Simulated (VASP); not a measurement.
A run of VASP 6.6.1 is set up as follows.

File INCAR:

```
ALGO = Fast
EDIFF = 1E-7
ENCUT = 520
GGA = PE
ISIF = 2
ISMEAR = 0
LASPH = T
LCHARG = F
LREAL = F
LWAVE = F
NBANDS = 28
NELM = 100
PREC = Accurate
SIGMA = 0.1
```

KPOINTS

```
k-points
0
Gamma
  10 10 10
```

Contents of POSCAR:

```
Sr3Ir
1.0
    5.0226795634      0.0000000000      0.0000000000
    0.0000000000      5.0226795634      0.0000000000
    0.0000000000      0.0000000000      5.0226795634
Sr Ir
3 1
Direct
    0.0000000000      0.5000000000      0.5000000000
    0.5000000000      0.0000000000      0.5000000000
    0.5000000000      0.5000000000      0.0000000000
    0.0000000000      0.0000000000      0.0000000000
```

Potentials or basis: VASP PAW PBE potentials, release 64 (Sr_sv, Ir).

Command:

```console
$ cat potpaw_PBE.64/Sr_sv/POTCAR potpaw_PBE.64/Ir/POTCAR > POTCAR
$ mpirun -np 1 vasp_std > vasp.out
```

**Question.** Predict the band gap on the k mesh.

**Answer.** Zero (an odd number of electrons rules out a gap without spin polarisation).

**Question.** Predict the pressure.

**Answer.** 0.1 GPa.

Caveat: spin-orbit coupling is left out, which moves the levels of the heavy elements.
